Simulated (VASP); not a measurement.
# ZrS2 (P-3m1) in VASP: a series of runs

Runs on ZrS2. Level: r2SCAN. Tasks: relaxation of cell and atoms.

Everything below comes from runs of VASP 6.6.1. Logs are shortened: lines on timing, memory, paths and dates and some standing lists are left out, and cuts for length are marked.

## 1. The cell of the first run

Symmetry: P-3m1, No. 164, trigonal system. Conventional cell: a = 3.667 Å, b = 3.667 Å, c = 6.057 Å, α = 90.00°, β = 90.00°, γ = 120.00°. Zr (site symmetry -3m) has 6 S at 2.55 Å within 3.4 Å. S (site symmetry 3m) has 3 Zr at 2.55 Å within 3.4 Å.

## 2. Relaxation of cell and atoms, r2SCAN, target pressure 2 GPa, at which the enthalpy is minimised

File POSCAR:

```
ZrS2
1.0
    3.6674290924      0.0000000000      0.0000000000
   -1.8337145462      3.1760867606      0.0000000000
    0.0000000000      0.0000000000      6.0573785160
Zr S
1 2
Direct
    0.0000000000      0.0000000000      0.0000000000
    0.6666666667      0.3333333333      0.7643318276
    0.3333333333      0.6666666667      0.2356681724
```

File INCAR.step1:

```
SYSTEM = ZrS2
PREC = Accurate
ENCUT = 550
ISMEAR = 0
SIGMA = 0.02
LREAL = .FALSE.
LASPH = .TRUE.
NELM = 120
GGA = PE
ALGO = Normal
EDIFF = 1E-5
LWAVE = .TRUE.
LCHARG = .FALSE.
GGA_COMPAT = .FALSE.
IBRION = 2
ISIF = 3
EDIFFG = -0.005
NELMIN = 4
NSW = 100
```

File INCAR.step2:

```
SYSTEM = ZrS2
PREC = Accurate
ENCUT = 550
EDIFF = 1E-7
ISMEAR = 0
SIGMA = 0.02
LREAL = .FALSE.
LASPH = .TRUE.
NELM = 120
ALGO = Normal
ISIF = 3
LWAVE = .FALSE.
LCHARG = .FALSE.
METAGGA = R2SCAN
LMIXTAU = .TRUE.
IBRION = 2
NSW = 70
EDIFFG = -0.008
PSTRESS = 20.0
ISTART = 1
GGA_COMPAT = .FALSE.
NELMIN = 4
```

File KPOINTS:

```
regular mesh
0
G
  12 12 6
  0 0 0
```

Potentials or basis: VASP PAW PBE potentials, release 64 (Zr_sv, S).

Launch:

```console
$ cat potpaw_PBE.64/Zr_sv/POTCAR potpaw_PBE.64/S/POTCAR > POTCAR
$ cp INCAR.step1 INCAR
$ mpirun -np 1 vasp_std > vasp.out
$ cp INCAR.step2 INCAR
$ mpirun -np 1 vasp_std > vasp.out
```

OUTCAR:

```text
SYSTEM = ZrS2
   PREC = Accurate
   ENCUT = 550
   EDIFF = 1E-7
   ISMEAR = 0
   LREAL = .FALSE.
   LASPH = .TRUE.
   NELM = 120
   ISIF = 3
   METAGGA = R2SCAN
   IBRION = 2
   NSW = 70
   EDIFFG = -0.008
   PSTRESS = 20.0
   ISTART = 1
   NELMIN = 4

 ion  position               nearest neighbor table
   1  0.000  0.000  0.000-   2 2.55   3 2.55   2 2.55   3 2.55   2 2.55   3 2.55
   2  0.667  0.333  0.764-   1 2.55   1 2.55   1 2.55
   3  0.333  0.667  0.236-   1 2.55   1 2.55   1 2.55

  LATTYP: Found a hexagonal cell.
 ALAT       =     3.6674290924
 C/A-ratio  =     1.6516688839

  Lattice vectors:

 A1 = (   3.6674290924,   0.0000000000,   0.0000000000)
 A2 = (  -1.8337145462,   3.1760867606,   0.0000000000)
 A3 = (   0.0000000000,   0.0000000000,   6.0573785160)

Analysis of symmetry for initial positions (statically):
=====================================================================
 Subroutine PRICEL returns:
 Original cell was already a primitive cell.

 Routine SETGRP: Setting up the symmetry group for a
 hexagonal supercell.

 Subroutine GETGRP returns: Found 12 space group operations
 (whereof 12 operations were pure point group operations)
 out of a pool of 24 trial point group operations.

The static configuration has the point symmetry D_3d.

Analysis of symmetry for dynamics (positions and initial velocities):
=====================================================================
 Subroutine PRICEL returns:
 Original cell was already a primitive cell.

 Routine SETGRP: Setting up the symmetry group for a
 hexagonal supercell.

 Subroutine GETGRP returns: Found 12 space group operations
 (whereof 12 operations were pure point group operations)
 out of a pool of 24 trial point group operations.

The dynamic configuration has the point symmetry D_3d.

 Subroutine INISYM returns: Found 12 space group operations
 (whereof 12 operations are pure point group operations),
 and found     1 'primitive' translations

----------------------------------------------------------------------------------------

                                     Primitive cell

  volume of cell :      70.5568

  direct lattice vectors                    reciprocal lattice vectors
     3.667429092  0.000000000  0.000000000     0.272670575  0.157426430  0.000000000
    -1.833714546  3.176086761  0.000000000     0.000000000  0.314852860  0.000000000
     0.000000000  0.000000000  6.057378516     0.000000000  0.000000000  0.165087917

  length of vectors
     3.667429092  3.667429092  6.057378516     0.314852860  0.314852860  0.165087917

  position of ions in fractional coordinates (direct lattice)
     0.000000000  0.000000000  0.000000000
     0.666666667  0.333333333  0.764331828
     0.333333333  0.666666667  0.235668172

  ion indices of the primitive-cell ions
   primitive index   ion index
                 1           1
                 2           2
                 3           3

----------------------------------------------------------------------------------------

 KPOINTS: regular mesh

Automatic generation of k-mesh.
 Grid dimensions read from file:
 generate k-points for:   12   12    6

 Generating k-lattice:

  Cartesian coordinates                     Fractional coordinates (reciprocal lattice)
     0.022722548  0.013118869  0.000000000     0.083333333 -0.000000000  0.000000000
     0.000000000  0.026237738  0.000000000     0.000000000  0.083333333  0.000000000
     0.000000000  0.000000000  0.027514653     0.000000000  0.000000000  0.166666667

  Length of vectors
     0.026237738  0.026237738  0.027514653

  Shift w.r.t. Gamma in fractional coordinates (k-lattice)
     0.000000000  0.000000000  0.000000000

 Subroutine IBZKPT returns following result:
 ===========================================

 Found    100 irreducible k-points:

 Following reciprocal coordinates:
            Coordinates               Weight
  0.000000  0.000000  0.000000      1.000000
  0.083333 -0.000000  0.000000      6.000000
  0.166667 -0.000000  0.000000      6.000000
  0.250000  0.000000  0.000000      6.000000
  0.333333 -0.000000  0.000000      6.000000
  0.416667 -0.000000  0.000000      6.000000
[... 16 lines left out ...]
  0.166667 -0.000000  0.166667      6.000000
  0.000000  0.166667  0.166667      6.000000
 [... further k-points ...]
   k-points           NKPTS =    100   k-points in BZ     NKDIM =    100   number of bands    NBANDS=     16
   number of dos      NEDOS =    301   number of ions     NIONS =      3
   total plane-waves  NPLWV =  37632
   dimension x,y,z NGX =    28 NGY =   28 NGZ =   48
   dimension x,y,z NGXF=    56 NGYF=   56 NGZF=   96
   ions per type =               1   2
   NGX,Y,Z   is equivalent  to a cutoff of  12.69, 12.69, 13.17 a.u.
   NGXF,Y,Z  is equivalent  to a cutoff of  25.39, 25.39, 26.35 a.u.
 SYSTEM =  ZrS2
   PREC   = accura    normal or accurate (medium, high low for compatibility)
   ISTART =      1    job   : 0-new  1-cont  2-samecut
   ICHARG =      0    charge: 1-file 2-atom 10-const
   ISPIN  =      1    spin polarized calculation?
   LNONCOLLINEAR =      F non collinear calculations
   LSORBIT =      F    spin-orbit coupling
   LASPH  =      T    aspherical Exc in radial PAW
   ENCUT  =  550.0 eV  40.42 Ry    6.36 a.u.   7.01  7.01 11.58*2*pi/ulx,y,z
   NELM   =    120;   NELMIN=  4; NELMDL=  0     # of ELM steps
   EDIFF  = 0.1E-06   stopping-criterion for ELM
   LREAL  =      F    real-space projection
   EDIFFG = -.8E-02   stopping-criterion for IOM
   NSW    =     70    number of steps for IOM
   IBRION =      2    ionic relax: 0-MD 1-quasi-New 2-CG
   NFREE  =      1    steps in history (QN), initial steepest desc. (CG)
   ISIF   =      3    stress and relaxation
   ISYM   =      2    0-nonsym 1-usesym 2-fastsym
   POTIM  = 0.5000    time-step for ionic-motion
   TEBEG  =    0.0;   TEEND  =   0.0 temperature during run
   PSTRESS=   20.0 pullay stress
   NELECT =      24.0000    total number of electrons
   NUPDOWN=      -1.0000    fix difference up-down
   EMIN   =  10.00;   EMAX   =-10.00  energy-range for DOS
   EFERMI =   0.00;   METHOD = LEGACY
   ISMEAR =     0;   SIGMA  =   0.02  broadening in eV -4-tet -1-fermi 0-gaus
   EFERMI_NEDOS =   21; number of points for ismear=-14 and -15
   IALGO  =     38    algorithm
   IMIX   =      4    mixing-type and parameters
     AMIX     =   0.40;   BMIX     =  1.00
     AMIX_MAG =   1.60;   BMIX_MAG =  1.00
  volume/ion in A,a.u.               =      23.52       158.71
  Fermi-wavevector in a.u.,A,eV,Ry     =   1.142788  2.159556 17.768722  1.305964
  Thomas-Fermi vector in A             =   2.279485
   LORBIT       =      0    0 simple, 1 ext, 2 COOP (PROOUT), +10 PAW based schemes
   METAGGA = R2SCAN    functional components
   LHFCALC =     F    Hartree Fock is set to
   AEXX    =    0.0000 exact exchange contribution
   IVDW    =     0    specifies the selected vdW correction
   LEPSILON=     F    determine dielectric tensor
   LRPA    =     F    only Hartree local field effects (RPA)
 conjugate gradient relaxation of ions
 non-spin polarized calculation
 Gauss-broadening in eV      SIGMA  =   0.02
  energy-cutoff  :      550.00
  volume of cell :       70.56
 maximum number of plane-waves:      2082
   NGX = 13   NGY = 13   NGZ = 23

--------------------------------------- Ionic step        1  -------------------------------------------

 number of electron      24.0000002 magnetization

 Free energy of the ion-electron system (eV)
  ---------------------------------------------------
  ext. energy  EPLUGINS =         0.00000000
  ---------------------------------------------------
  free energy    TOTEN  =       -44.15436165 eV

  energy without entropy =      -44.15436165  energy(sigma->0) =      -44.15436165

------------------------ aborting loop because EDIFF is reached ----------------------------------------

  FORCE on cell =-STRESS in cart. coord.  units (eV):
  Direction    XX          YY          ZZ          XY          YZ          ZX
  --------------------------------------------------------------------------------------
  -------------------------------------------------------------------------------------
  Total        0.8512900      0.8512900      0.7054054      0.0000000      0.0000000      0.0000000
  in kB       19.3307777     19.3307777     16.0180829      0.0000000      0.0000000      0.0000000
  external PRESSURE =      -1.7734539 kB  Pullay stress =      20.0000000 kB
[... 24 lines left out ...]
  enthalpy is  TOTEN    =       -43.2736003768 eV   P V=        0.8807612708

--------------------------------------- Ionic step        2  -------------------------------------------

 number of electron      24.0000000 magnetization

 E-fermi :   4.1109     XC(G=0):  -9.9099

 val. band max:        4.0082945913   @ k =   0.0833   0.0833   0.0000
 cond. band min:       5.3458474640   @ k =   0.5000   0.0000   0.5000
 fundamental gap:      1.3375528727
 Fermi energy:         4.1109057011

 k-point     1 :       0.0000    0.0000    0.0000
  band No.  band energies     occupation
      1     -46.5518      2.00000
      2     -23.9169      2.00000
      3     -23.7560      2.00000
      4     -23.7560      2.00000
      5      -9.1512      2.00000
      6      -7.6700      2.00000
[... 8 lines left out ...]
     15       6.8417      0.00000
     16       9.4522      0.00000
[... 506 lines left out ...]
  FREE ENERGIE OF THE ION-ELECTRON SYSTEM (eV)
  ---------------------------------------------------
  free  energy   TOTEN  =       -44.1545730574 eV

  energy  without entropy=      -44.1545730574  energy(sigma->0) =      -44.15457306

  enthalpy is  TOTEN    =       -43.2870448600 eV   P V=        0.8675281974

[... ionic steps 4 to 11 ...]

--------------------------------------- Ionic step       12  -------------------------------------------

 number of electron      24.0000000 magnetization

------------------------ aborting loop because EDIFF is reached ----------------------------------------

  FORCE on cell =-STRESS in cart. coord.  units (eV):
  Direction    XX          YY          ZZ          XY          YZ          ZX
  --------------------------------------------------------------------------------------
  -------------------------------------------------------------------------------------
  Total        0.8099916      0.8099916      0.7197944      0.0000000      0.0000000      0.0000000
  in kB       19.4656474     19.4656474     17.2980359      0.0000000      0.0000000      0.0000000
  external PRESSURE =      -1.2568898 kB  Pullay stress =      20.0000000 kB
[... 63 lines left out ...]
  enthalpy is  TOTEN    =       -43.3020935869 eV   P V=        0.8328870267

--------------------------------------- Ionic step       14  -------------------------------------------

 number of electron      24.0000000 magnetization

 Free energy of the ion-electron system (eV)
  ---------------------------------------------------
  ext. energy  EPLUGINS =         0.00000000
  ---------------------------------------------------
  free energy    TOTEN  =       -44.13546323 eV

  energy without entropy =      -44.13546323  energy(sigma->0) =      -44.13546323

 E-fermi :   4.9748     XC(G=0): -10.2449

 val. band max:        4.8055900491   @ k =   0.0000   0.0000   0.0000
 cond. band min:       5.8871419509   @ k =   0.5000   0.0000   0.5000
 fundamental gap:      1.0815519019
 Fermi energy:         4.9747643548

 k-point     1 :       0.0000    0.0000    0.0000
  band No.  band energies     occupation
      1     -45.9576      2.00000
      2     -23.3243      2.00000
      3     -23.1615      2.00000
      4     -23.1615      2.00000
      5      -8.6662      2.00000
      6      -7.0251      2.00000
[... 8 lines left out ...]
     15       7.3978      0.00000
     16       9.8897      0.00000
[... 467 lines left out ...]
  FREE ENERGIE OF THE ION-ELECTRON SYSTEM (eV)
  ---------------------------------------------------
  free  energy   TOTEN  =       -44.1354632274 eV

  energy  without entropy=      -44.1354632274  energy(sigma->0) =      -44.13546323

  enthalpy is  TOTEN    =       -43.3021275860 eV   P V=        0.8333356415

 reached required accuracy - stopping structural energy minimisation
```

It took 47 min on 1 thread of Intel Xeon 6975P-C (Granite Rapids), shared host; peak memory 0.3 GiB.

Results:

```yaml
Free_energy: -44.1355 eV
Relaxed_volume: 22.25 Å³/atom
Relaxed_cell: a = 3.658 Å, b = 3.658 Å, c = 5.762 Å, α = 90.00°, β = 90.00°, γ = 120.00°
Space_group_after_relaxing_to_0.1_Å: P-3m1 (No. 164)
Energy_change_on_relaxing_the_run_minimises_the_enthalpy: +6.3 meV/atom
Ionic_steps: 14
Pressure_after_relaxing: 2.0 GPa
Band_gap_on_the_k_mesh: 1.08 eV (least direct gap 1.75 eV)
```

Forces in eV/Å, atoms in the order of the input:
```
Zr   0.000  0.000  0.000
S    0.000  0.000  0.003
S    0.000  0.000 -0.003
```

The path:
```
step  energy change (eV)  largest force (eV/Å)  pressure (GPa)  volume (Å³)
   1              0.0000                0.2363            1.82        70.56
   2             -0.0019                0.1529            1.53        70.29
   3             -0.0002                0.0957            0.67        69.50
   4              0.0013                0.0787            0.90        69.19
   5              0.0075                0.0268            1.59        68.28
   6              0.0283                0.0779            3.11        66.47
   7              0.0193                0.0404            2.54        67.14
   8              0.0196                0.0288            2.47        66.97
   9              0.0230                0.0075            2.30        66.49
  10              0.0249                0.0213            2.25        66.31
  11              0.0222                0.0345            2.03        66.52
  12              0.0202                0.0444            1.87        66.67
  13              0.0194                0.0197            1.93        66.72
  14              0.0189                0.0030            1.97        66.76
```

Final structure:
```yaml
crystal:
  lattice:
    - [3.65752, 0.00000, 0.00000]
    - [-1.82876, 3.16750, 0.00000]
    - [0.00000, 0.00000, 5.76231]
  atoms:
    - { symbol: Zr, position: [0.00000, 0.00000, 0.00000] }
    - { symbol: S, position: [0.66667, 0.33333, 0.74945] }
    - { symbol: S, position: [0.33333, 0.66667, 0.25055] }
```

Caveat: the cell is relaxed towards a set pressure, so the run minimises the enthalpy, not the energy; the PAW data sets were made with another functional, which shifts forces and pressure a little. A k mesh can miss the band edges.

## 3. Relaxation of cell and atoms, r2SCAN

This run uses another cell than the first one, of 23.76 Å³/atom.

File POSCAR:

```
ZrS2
1.0
    3.6913825498      0.0000000000      0.0000000000
   -1.8456912749      3.1968310632      0.0000000000
    0.0000000000      0.0000000000      6.0410770100
Zr S
1 2
Direct
    0.0000000000      0.0000000000      0.0000000000
    0.6666666700      0.3333333300      0.7620900300
    0.3333333300      0.6666666700      0.2379099700
```

File INCAR.step1:

```
SYSTEM = ZrS2
PREC     = Accurate       ! precision mode
ENCUT    = 550            ! plane-wave cutoff, eV
ISMEAR   = 0              ! smearing method
SIGMA    = 0.02           ! smearing width, eV
LREAL    = .False.        ! projectors in reciprocal space
LASPH    = .True.         ! aspherical terms in the spheres
NELM     = 120            ! most SCF steps
GGA      = PE             ! functional
ALGO     = Normal         ! electronic algorithm
EDIFF    = 1E-5           ! SCF threshold, eV
LWAVE    = .True.         ! write WAVECAR
LCHARG   = .False.        ! write CHGCAR
GGA_COMPAT= .False.      
IBRION   = 2              ! ionic algorithm
ISIF     = 3              ! what is computed and relaxed
EDIFFG   = -0.005         ! ionic threshold
NELMIN   = 4            
NSW      = 100            ! ionic steps
```

File INCAR.step2:

```
SYSTEM = ZrS2
PREC     = Accurate       ! precision mode
ENCUT    = 550            ! plane-wave cutoff, eV
EDIFF    = 1E-7           ! SCF threshold, eV
ISMEAR   = 0              ! smearing method
SIGMA    = 0.02           ! smearing width, eV
LREAL    = .False.        ! projectors in reciprocal space
LASPH    = .True.         ! aspherical terms in the spheres
NELM     = 120            ! most SCF steps
ALGO     = Normal         ! electronic algorithm
ISIF     = 3              ! what is computed and relaxed
LWAVE    = .False.        ! write WAVECAR
LCHARG   = .False.        ! write CHGCAR
METAGGA  = R2SCAN         ! meta-GGA
LMIXTAU  = .True.       
IBRION   = 2              ! ionic algorithm
NSW      = 100            ! ionic steps
EDIFFG   = -0.005         ! ionic threshold
ISTART   = 1            
GGA_COMPAT= .False.      
NELMIN   = 4
```

File KPOINTS:

```
regular mesh
0
Gamma
  12 12 6
  0 0 0
```

Potentials or basis: VASP PAW PBE potentials, release 64 (Zr_sv, S).

Launch:

```console
$ cat potpaw_PBE.64/Zr_sv/POTCAR potpaw_PBE.64/S/POTCAR > POTCAR
$ cp INCAR.step1 INCAR
$ mpirun -np 1 vasp_std > vasp.out
$ cp INCAR.step2 INCAR
$ mpirun -np 1 vasp_std > vasp.out
```

It took 62 min on 1 thread of Intel Xeon 6975P-C (Granite Rapids), shared host; peak memory 0.31 GiB.

The run converged. Its results:

| Quantity | Value |
| --- | --- |
| Free energy | -44.1620 eV |
| Relaxed volume | 23.92 Å³/atom |
| Relaxed cell | a = 3.689 Å, b = 3.689 Å, c = 6.087 Å, α = 90.00°, β = 90.00°, γ = 120.00° |
| Space group after relaxing (to 0.1 Å) | P-3m1 (No. 164) |
| Energy gained by relaxing | 0.1 meV/atom |
| Ionic steps | 16 |
| Pressure after relaxing | 0.0 GPa |
| Largest force after relaxing | 0.005 eV/Å |
| Band gap on the k mesh | 1.37 eV (least direct gap 2.00 eV) |

Forces on the atoms (eV/Å):
```
Zr   0.000  0.000  0.000
S    0.000  0.000  0.005
S    0.000  0.000 -0.005
```

Step by step:
```tsv
step	energy change (eV)	largest force (eV/Å)	pressure (GPa)	volume (Å³)
1	0.0000	0.0166	-0.04	71.29
2	0.0000	0.0005	0.10	71.22
3	0.0000	0.0022	0.09	71.23
4	-0.0001	0.0064	0.07	71.27
5	-0.0001	0.0191	0.04	71.38
6	-0.0002	0.0196	0.00	71.46
7	-0.0003	0.0211	-0.10	71.66
8	-0.0003	0.0152	-0.08	71.67
9	-0.0003	0.0063	-0.04	71.69
10	-0.0003	0.0113	0.03	71.73
11	-0.0003	0.0030	0.00	71.71
12	-0.0003	0.0029	0.00	71.71
13	-0.0003	0.0025	0.02	71.71
14	-0.0003	0.0016	0.05	71.72
15	-0.0003	0.0020	0.04	71.72
16	-0.0003	0.0049	0.00	71.75
```

Final structure:
```
Zr S
1.0
     3.68948    0.00000    0.00000
    -1.84474    3.19518    0.00000
     0.00000    0.00000    6.08658
Zr S
1 2
Direct
  0.00000 0.00000 0.00000
  0.66667 0.33333 0.76378
  0.33333 0.66667 0.23622
```

Levels at points of the mesh, in eV from the valence-band top:
| k point | band 9 | band 10 | band 11 | band 12 | band 13 | band 14 | band 15 | band 16 |
| --- | --- | --- | --- | --- | --- | --- | --- | --- |
| (0.00, 0.00, 0.00) | -2.85 | -0.08 | -0.08 | -0.06 | 1.94 | 1.94 | 2.83 | 5.39 |
| (0.50, 0.00, 0.00) | -2.52 | -2.35 | -1.65 | -1.18 | 1.53 | 3.65 | 3.94 | 6.06 |
| (0.00, 0.00, 0.50) | -2.82 | -1.55 | -0.17 | -0.17 | 1.92 | 1.92 | 3.18 | 5.66 |
| (0.50, 0.00, 0.50) | -2.63 | -2.23 | -1.00 | -0.82 | 1.37 | 3.64 | 3.94 | 5.69 |

Caveat: the PAW data sets were made with another functional, which shifts forces and pressure a little.
